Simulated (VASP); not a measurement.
# RbBr (Fm-3m) in VASP: further runs

Runs on RbBr. Level: PBEsol. Tasks: relaxation of cell and atoms.

Program: VASP 6.6.1. These are calculated values, not measurements. Logs are shortened: lines on timing, memory, paths and dates and some standing lists are left out, and cuts for length are marked.

## Step 1: The cell of the first run

It takes space group Fm-3m (No. 225, cubic). Conventional cell: a = 6.854 Å, b = 6.854 Å, c = 6.854 Å, α = 90.00°, β = 90.00°, γ = 90.00°. Rb (site symmetry m-3m) has 6 Br at 3.43 Å within 4.5 Å. Within 4.5 Å of Br (site symmetry m-3m) lie 6 Rb at 3.43 Å.

## Step 2: Relaxation of cell and atoms, PBEsol, target pressure 20 GPa, at which the enthalpy is minimised

The input, INCAR:

```
SYSTEM = RbBr
PREC = Accurate ; ENCUT = 600
EDIFF = 1E-7 ; ISMEAR = -1
SIGMA = 0.05 ; LREAL = .FALSE.
LASPH = .TRUE. ; NELM = 60
ALGO = Normal ; ISIF = 3
LWAVE = .FALSE. ; LCHARG = .FALSE.
GGA = PS ; IBRION = 2
NSW = 80 ; EDIFFG = -0.01
PSTRESS = 200.0
```

The input, KPOINTS:

```
Automatic mesh
0
G
  7 7 7
  0 0 0
```

The input, POSCAR:

```
RbBr
1.0
    0.0000000000      3.4270000000      3.4270000000
    3.4270000000      0.0000000000      3.4270000000
    3.4270000000      3.4270000000      0.0000000000
Rb Br
1 1
Direct
    0.0000000000      0.0000000000      0.0000000000
    0.5000000000      0.5000000000      0.5000000000
```

Potentials or basis: VASP PAW PBE potentials, release 64 (Rb_sv, Br).

On the command line:

```console
cat potpaw_PBE.64/Rb_sv/POTCAR potpaw_PBE.64/Br/POTCAR > POTCAR
mpirun -np 1 vasp_std > vasp.out
```

OUTCAR:

```text
SYSTEM = RbBr
   PREC = Accurate
   ENCUT = 600
   EDIFF = 1E-7
   ISMEAR = -1
   LREAL = .FALSE.
   LASPH = .TRUE.
   NELM = 60
   ISIF = 3
   GGA = PS
   IBRION = 2
   NSW = 80
   EDIFFG = -0.01
   PSTRESS = 200.0

 ion  position               nearest neighbor table
   1  0.000  0.000  0.000-   2 3.43   2 3.43   2 3.43   2 3.43   2 3.43   2 3.43
   2  0.500  0.500  0.500-   1 3.43   1 3.43   1 3.43   1 3.43   1 3.43   1 3.43

  LATTYP: Found a face centered cubic cell.
 ALAT       =     6.8540000000

  Lattice vectors:

 A1 = (   0.0000000000,   3.4270000000,   3.4270000000)
 A2 = (   3.4270000000,   0.0000000000,   3.4270000000)
 A3 = (   3.4270000000,   3.4270000000,   0.0000000000)

Analysis of symmetry for initial positions (statically):
=====================================================================
 Subroutine PRICEL returns:
 Original cell was already a primitive cell.

 Routine SETGRP: Setting up the symmetry group for a
 face centered cubic supercell.

 Subroutine GETGRP returns: Found 48 space group operations
 (whereof 48 operations were pure point group operations)
 out of a pool of 48 trial point group operations.

The static configuration has the point symmetry O_h .

Analysis of symmetry for dynamics (positions and initial velocities):
=====================================================================
 Subroutine PRICEL returns:
 Original cell was already a primitive cell.

 Routine SETGRP: Setting up the symmetry group for a
 face centered cubic supercell.

 Subroutine GETGRP returns: Found 48 space group operations
 (whereof 48 operations were pure point group operations)
 out of a pool of 48 trial point group operations.

The dynamic configuration has the point symmetry O_h .

 Subroutine INISYM returns: Found 48 space group operations
 (whereof 48 operations are pure point group operations),
 and found     1 'primitive' translations

----------------------------------------------------------------------------------------

                                     Primitive cell

  volume of cell :      80.4956

  direct lattice vectors                    reciprocal lattice vectors
     0.000000000  3.427000000  3.427000000    -0.145900204  0.145900204  0.145900204
     3.427000000  0.000000000  3.427000000     0.145900204 -0.145900204  0.145900204
     3.427000000  3.427000000  0.000000000     0.145900204  0.145900204 -0.145900204

  length of vectors
     4.846509878  4.846509878  4.846509878     0.252706567  0.252706567  0.252706567

  position of ions in fractional coordinates (direct lattice)
     0.000000000  0.000000000  0.000000000
     0.500000000  0.500000000  0.500000000

  ion indices of the primitive-cell ions
   primitive index   ion index
                 1           1
                 2           2

----------------------------------------------------------------------------------------

 KPOINTS: Automatic mesh

Automatic generation of k-mesh.
 Grid dimensions read from file:
 generate k-points for:    7    7    7

 Generating k-lattice:

  Cartesian coordinates                     Fractional coordinates (reciprocal lattice)
    -0.020842886  0.020842886  0.020842886     0.142857143  0.000000000  0.000000000
     0.020842886 -0.020842886  0.020842886     0.000000000  0.142857143  0.000000000
     0.020842886  0.020842886 -0.020842886     0.000000000  0.000000000  0.142857143

  Length of vectors
     0.036100938  0.036100938  0.036100938

  Shift w.r.t. Gamma in fractional coordinates (k-lattice)
     0.000000000  0.000000000  0.000000000

 Subroutine IBZKPT returns following result:
 ===========================================

 Found     20 irreducible k-points:

 Following reciprocal coordinates:
            Coordinates               Weight
  0.000000  0.000000  0.000000      1.000000
  0.142857  0.000000  0.000000      8.000000
  0.285714  0.000000  0.000000      8.000000
  0.428571  0.000000  0.000000      8.000000
  0.142857  0.142857  0.000000      6.000000
  0.285714  0.142857  0.000000     24.000000
[... 12 lines left out ...]
 -0.428571  0.428571  0.142857     24.000000
 -0.285714  0.428571  0.142857     24.000000
   k-points           NKPTS =     20   k-points in BZ     NKDIM =     20   number of bands    NBANDS=     12
   number of dos      NEDOS =    301   number of ions     NIONS =      2
   total plane-waves  NPLWV =  64000
   dimension x,y,z NGX =    40 NGY =   40 NGZ =   40
   dimension x,y,z NGXF=    80 NGYF=   80 NGZF=   80
   ions per type =               1   1
   NGX,Y,Z   is equivalent  to a cutoff of  13.72, 13.72, 13.72 a.u.
   NGXF,Y,Z  is equivalent  to a cutoff of  27.44, 27.44, 27.44 a.u.
 SYSTEM =  RbBr
   PREC   = accura    normal or accurate (medium, high low for compatibility)
   ISTART =      0    job   : 0-new  1-cont  2-samecut
   ICHARG =      2    charge: 1-file 2-atom 10-const
   ISPIN  =      1    spin polarized calculation?
   LNONCOLLINEAR =      F non collinear calculations
   LSORBIT =      F    spin-orbit coupling
   LASPH  =      T    aspherical Exc in radial PAW
   ENCUT  =  600.0 eV  44.10 Ry    6.64 a.u.   9.68  9.68  9.68*2*pi/ulx,y,z
   NELM   =     60;   NELMIN=  2; NELMDL= -5     # of ELM steps
   EDIFF  = 0.1E-06   stopping-criterion for ELM
   LREAL  =      F    real-space projection
   EDIFFG = -.1E-01   stopping-criterion for IOM
   NSW    =     80    number of steps for IOM
   IBRION =      2    ionic relax: 0-MD 1-quasi-New 2-CG
   NFREE  =      1    steps in history (QN), initial steepest desc. (CG)
   ISIF   =      3    stress and relaxation
   ISYM   =      2    0-nonsym 1-usesym 2-fastsym
   POTIM  = 0.5000    time-step for ionic-motion
   TEBEG  =    0.0;   TEEND  =   0.0 temperature during run
   PSTRESS=  200.0 pullay stress
   NELECT =      16.0000    total number of electrons
   NUPDOWN=      -1.0000    fix difference up-down
   EMIN   =  10.00;   EMAX   =-10.00  energy-range for DOS
   EFERMI =   0.00;   METHOD = LEGACY
   ISMEAR =    -1;   SIGMA  =   0.05  broadening in eV -4-tet -1-fermi 0-gaus
   EFERMI_NEDOS =   21; number of points for ismear=-14 and -15
   IALGO  =     38    algorithm
   IMIX   =      4    mixing-type and parameters
     AMIX     =   0.40;   BMIX     =  1.00
     AMIX_MAG =   1.60;   BMIX_MAG =  1.00
  volume/ion in A,a.u.               =      40.25       271.61
  Fermi-wavevector in a.u.,A,eV,Ry     =   0.955412  1.805467 12.419564  0.912812
  Thomas-Fermi vector in A             =   2.084247
   LORBIT       =      0    0 simple, 1 ext, 2 COOP (PROOUT), +10 PAW based schemes
   GGA     = PS    functional components
   LHFCALC =     F    Hartree Fock is set to
   AEXX    =    0.0000 exact exchange contribution
   IVDW    =     0    specifies the selected vdW correction
   LEPSILON=     F    determine dielectric tensor
   LRPA    =     F    only Hartree local field effects (RPA)
 conjugate gradient relaxation of ions
 non-spin polarized calculation
  energy-cutoff  :      600.00
  volume of cell :       80.50
 maximum number of plane-waves:      2733
   NGX = 19   NGY = 19   NGZ = 19

--------------------------------------- Ionic step        1  -------------------------------------------

 number of electron      16.0000001 magnetization

 Free energy of the ion-electron system (eV)
  ---------------------------------------------------
  ext. energy  EPLUGINS =         0.00000000
  ---------------------------------------------------
  free energy    TOTEN  =        -6.35543387 eV

  energy without entropy =       -6.35543387  energy(sigma->0) =       -6.35543387

 E-fermi :  -0.7971     XC(G=0):  -7.4053

 val. band max:       -1.8451944616   @ k =   0.0000   0.0000   0.0000
 cond. band min:       2.3662974814   @ k =   0.0000   0.0000   0.0000
 fundamental gap:      4.2114919431
 Fermi energy:        -0.7971185226

 k-point     1 :       0.0000    0.0000    0.0000
  band No.  band energies     occupation
      1     -26.2004      2.00000
      2     -14.0387      2.00000
      3     -10.2879      2.00000
      4     -10.2879      2.00000
      5     -10.2879      2.00000
      6      -1.8452      2.00000
      7      -1.8452      2.00000
      8      -1.8452      2.00000
      9       2.3663      0.00000
     10       5.3551      0.00000
     11       5.3551      0.00000
     12       5.3551      0.00000

 k-point     2 :       0.1429    0.0000    0.0000
  band No.  band energies     occupation
      1     -26.1986      2.00000
      2     -14.0467      2.00000
      3     -10.2894      2.00000
      4     -10.2894      2.00000
      5     -10.2793      2.00000
      6      -2.0885      2.00000
      7      -1.9190      2.00000
      8      -1.9190      2.00000
      9       2.8577      0.00000
     10       5.2301      0.00000
     11       5.5992      0.00000
     12       5.5992      0.00000
[... 702 lines left out ...]
 VOLUME and BASIS-vectors are now :
 -----------------------------------------------------------------------------
  energy-cutoff  :      600.00
  volume of cell :       51.78
      direct lattice vectors                 reciprocal lattice vectors
     0.000000000  2.958386819  2.958386819    -0.169011029  0.169011029  0.169011029
     2.958386819  0.000000000  2.958386819     0.169011029 -0.169011029  0.169011029
     2.958386819  2.958386819  0.000000000     0.169011029  0.169011029 -0.169011029

 POSITION                                       TOTAL-FORCE (eV/Angst)
 -----------------------------------------------------------------------------------
      2.95839      2.95839      5.91677        -0.000000      0.000000      0.000000
      2.95839      2.95839      2.95839         0.000000     -0.000000     -0.000000
 -----------------------------------------------------------------------------------
    total drift:                               -0.000000     -0.000000     -0.000000

  FREE ENERGIE OF THE ION-ELECTRON SYSTEM (eV)
  ---------------------------------------------------
  free  energy   TOTEN  =        -5.2720195896 eV

  energy  without entropy=       -5.2720195895  energy(sigma->0) =       -5.27201959

  enthalpy is  TOTEN    =         1.1921729790 eV   P V=        6.4641925686

--------------------------------------- Ionic step        5  -------------------------------------------

 number of electron      16.0000000 magnetization

 Free energy of the ion-electron system (eV)
  ---------------------------------------------------
  ext. energy  EPLUGINS =         0.00000000
  ---------------------------------------------------
  free energy    TOTEN  =        -5.20080679 eV

  energy without entropy =       -5.20080679  energy(sigma->0) =       -5.20080679

 E-fermi :   1.7038     XC(G=0):  -9.4273

 val. band max:        0.6174750814   @ k =   0.0000   0.0000   0.0000
 cond. band min:       5.0427668296   @ k =   0.4286   0.4286   0.0000
 fundamental gap:      4.4252917482
 Fermi energy:         1.7037776822

 k-point     1 :       0.0000    0.0000    0.0000
  band No.  band energies     occupation
      1     -23.2619      2.00000
      2     -12.2818      2.00000
      3      -7.3629      2.00000
      4      -7.3629      2.00000
      5      -7.3629      2.00000
      6       0.6175      2.00000
      7       0.6175      2.00000
      8       0.6175      2.00000
      9       6.2325      0.00000
     10       7.3920      0.00000
     11       7.3920      0.00000
     12       7.3920      0.00000

 k-point     2 :       0.1429    0.0000    0.0000
  band No.  band energies     occupation
      1     -23.2426      2.00000
      2     -12.3661      2.00000
      3      -7.3627      2.00000
      4      -7.3627      2.00000
      5      -7.2760      2.00000
      6       0.0910      2.00000
      7       0.3713      2.00000
      8       0.3713      2.00000
      9       6.9384      0.00000
     10       7.4159      0.00000
     11       7.7721      0.00000
     12       7.7721      0.00000
[... 281 lines left out ...]
 VOLUME and BASIS-vectors are now :
 -----------------------------------------------------------------------------
  energy-cutoff  :      600.00
  volume of cell :       51.20
      direct lattice vectors                 reciprocal lattice vectors
     0.000000000  2.947188575  2.947188575    -0.169653209  0.169653209  0.169653209
     2.947188575  0.000000000  2.947188575     0.169653209 -0.169653209  0.169653209
     2.947188575  2.947188575  0.000000000     0.169653209  0.169653209 -0.169653209

 POSITION                                       TOTAL-FORCE (eV/Angst)
 -----------------------------------------------------------------------------------
      0.00000      0.00000      0.00000         0.000000      0.000000      0.000000
      2.94719      2.94719      2.94719        -0.000000     -0.000000     -0.000000
 -----------------------------------------------------------------------------------
    total drift:                                0.000000     -0.000000     -0.000000

  FREE ENERGIE OF THE ION-ELECTRON SYSTEM (eV)
  ---------------------------------------------------
  free  energy   TOTEN  =        -5.2008067863 eV

  energy  without entropy=       -5.2008067863  energy(sigma->0) =       -5.20080679

  enthalpy is  TOTEN    =         1.1902574669 eV   P V=        6.3910642532

 reached required accuracy - stopping structural energy minimisation
```

Run time: 66 s. Hardware: 1 thread of AMD EPYC 9R45 (Zen 5), shared host; peak memory 0.23 GiB.

What came out:

| Quantity | Value |
| --- | --- |
| Free energy | -5.2008 eV |
| Relaxed volume | 25.60 Å³/atom |
| Relaxed cell | a = 4.168 Å, b = 4.168 Å, c = 4.168 Å, α = 60.00°, β = 60.00°, γ = 60.00° |
| Space group after relaxing (to 0.1 Å) | Fm-3m (No. 225) |
| Energy change on relaxing (the run minimises the enthalpy) | +577.3 meV/atom |
| Ionic steps | 5 |
| Pressure after relaxing | 20.0 GPa |
| Band gap on the k mesh | 4.43 eV (least direct gap 4.47 eV) |

The path:
| step | energy change (eV) | largest force (eV/Å) | pressure (GPa) | volume (Å³) |
| --- | --- | --- | --- | --- |
| 1 | 0.0000 | 0.0000 | -0.02 | 80.50 |
| 2 | 5.9577 | 0.0000 | 94.60 | 34.97 |
| 3 | 0.9514 | 0.0000 | 16.98 | 52.96 |
| 4 | 1.0834 | 0.0000 | 18.95 | 51.78 |
| 5 | 1.1546 | 0.0000 | 20.01 | 51.20 |

Final structure:
```
CELL_PARAMETERS angstrom
0.00000 2.94719 2.94719
2.94719 0.00000 2.94719
2.94719 2.94719 0.00000
ATOMIC_POSITIONS crystal
Rb 0.00000 0.00000 0.00000
Br 0.50000 0.50000 0.50000
```

Caveat: the cell is relaxed towards a set pressure, so the run minimises the enthalpy, not the energy; the volume moved by over 15 % at a fixed basis, so the end points are rough; the PAW data sets were made with another functional, which shifts forces and pressure a little; an odd mesh through Γ misses points on the zone boundary, where band edges can lie. As with any semilocal functional, this PBEsol gap is likely too small.

(Continued in part 2 of 2.)
